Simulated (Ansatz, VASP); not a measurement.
One calculation of AlIn2, two programs

INCAR

```
PREC = Accurate
ENCUT = 600
EDIFF = 1E-7
ISMEAR = 0
SIGMA = 0.1
LREAL = False
LASPH = True
NELM = 60
ALGO = Fast
ISIF = 3
LWAVE = False
LCHARG = False
GGA = PE
IBRION = 2
NSW = 100
EDIFFG = -0.01
```

The input KPOINTS:

```
regular mesh
0
Gamma
  12 12 12
```

Contents of POSCAR:

```
AlIn2
1.0
    0.0000000000      3.4087374087      3.4087374087
    3.4087374087      0.0000000000      3.4087374087
    3.4087374087      3.4087374087      0.0000000000
Al In
1 2
Direct
    0.0000000000      0.0000000000      0.0000000000
    0.2500000000      0.2500000000      0.2500000000
    0.7500000000      0.7500000000      0.7500000000
```

Input for Ansatz:

```yaml
crystal:
  lattice:
    - [0.0, 3.4087374087, 3.4087374087]
    - [3.4087374087, 0.0, 3.4087374087]
    - [3.4087374087, 3.4087374087, 0.0]
  atoms:
    - { symbol: Al, position: [0.0, 0.0, 0.0] }
    - { symbol: In, position: [0.25, 0.25, 0.25] }
    - { symbol: In, position: [0.75, 0.75, 0.75] }
basis:
  ecutwfc: 420
kpoints:
  mp_grid: { grid: [12, 12, 12] }
hamiltonian:
  xc: pbe
scf:
  occupations: { method: gaussian, width: 0.1 }
output:
  forces: true
  stress: true
  eigenvalues: true
relax:
  adjacent_minimum: "off"
  f_tol: 0.01
  max_steps: 80
  cell: { stress_tol: 0.05 }
```

Change from the starting cell: species swapped into the NbH2 type (Fm-3m, No. 225).

Alike in both runs: task relaxation of cell and atoms; functional PBE; k mesh 12 × 12 × 12; occupations gaussian, width 0.1 eV; no spin polarisation.

|  | VASP | Ansatz |
| --- | --- | --- |
| version | VASP 6.6.1 | Ansatz 0.2.0 |
| potentials or method | VASP PAW PBE potentials, release 64 (Al, In_d), cutoff 600 eV | scalar-relativistic, plane waves, PAW |
| valence electrons in the cell | 29 | 29 |

```csv
,VASP,Ansatz,Ansatz less VASP
"gap on the k mesh at the Fermi level, each at its own relaxed structure (eV)",none,none,-
relaxed volume (Å³/atom),26.24,26.26,+0.024
relaxed cell length with the largest relative difference (Å),4.810,4.812,+0.0015
```

A gap of «none» marks a metal or a gap that the smearing closes.
